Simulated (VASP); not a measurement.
Write the native input for VASP 6.6.1 that does the following.

```
Task                   : relaxation of cell and atoms
Functional             : PBE
Potentials or basis    : VASP PAW PBE potentials, release 64 (K_sv, I)
Cutoff                 : 600 eV
k mesh                 : 4 × 4 × 4
Occupations            : gaussian, width 0.1 eV
Spin                   : no spin polarisation
Dipole correction      : no
Further INCAR settings : ALGO = Normal; EDIFF = 1e-06; IBRION = 2; EDIFFG = -0.04; NSW = 90; ISIF = 3
```

The structure of KI lies in POSCAR:

```
KI
1.0
    4.9130351755      0.0000000000      0.0000000000
    0.0000000000      4.9130351755      0.0000000000
    0.0000000000      0.0000000000      5.5531068569
K I
1 1
Direct
    0.0000000000      0.0000000000      0.5000000000
    0.5000000000      0.5000000000      0.5000000000
```

One way to write it, as run:

INCAR

```
PREC = Accurate
ENCUT = 600
EDIFF = 1E-6
ISMEAR = 0
SIGMA = 0.1
LREAL = False
LASPH = True
NELM = 60
ALGO = Normal
ISIF = 3
LWAVE = False
LCHARG = False
GGA = PE
IBRION = 2
NSW = 90
EDIFFG = -0.04
```

KPOINTS

```
regular mesh
0
Gamma
  4 4 4
```

Potentials or basis: VASP PAW PBE potentials, release 64 (K_sv, I).

Command:

```console
$ cat potpaw_PBE.64/K_sv/POTCAR potpaw_PBE.64/I/POTCAR > POTCAR
$ mpirun -np 1 vasp_std > vasp.out
```

It gave:

```
Relaxed cell                           : a = 4.904 Å, b = 4.904 Å, c = 6.890 Å, α = 90.00°, β = 90.00°, γ = 90.00°
Space group after relaxing (to 0.05 Å) : P4/mmm (No. 123)
Energy gained by relaxing              : 7.8 meV/atom
Ionic steps                            : 10
Pressure after relaxing                : 0.0 GPa
Band gap on the k mesh                 : 3.62 eV, indirect (least direct gap 3.67 eV)
```

Caveat: spin-orbit coupling is left out, which moves the levels of the heavy elements.

It took 2.5 min on 1 thread of Intel(R) Xeon(R) Platinum 8559C (Emerald Rapids), on a shared host, peak memory 0.29 GiB.
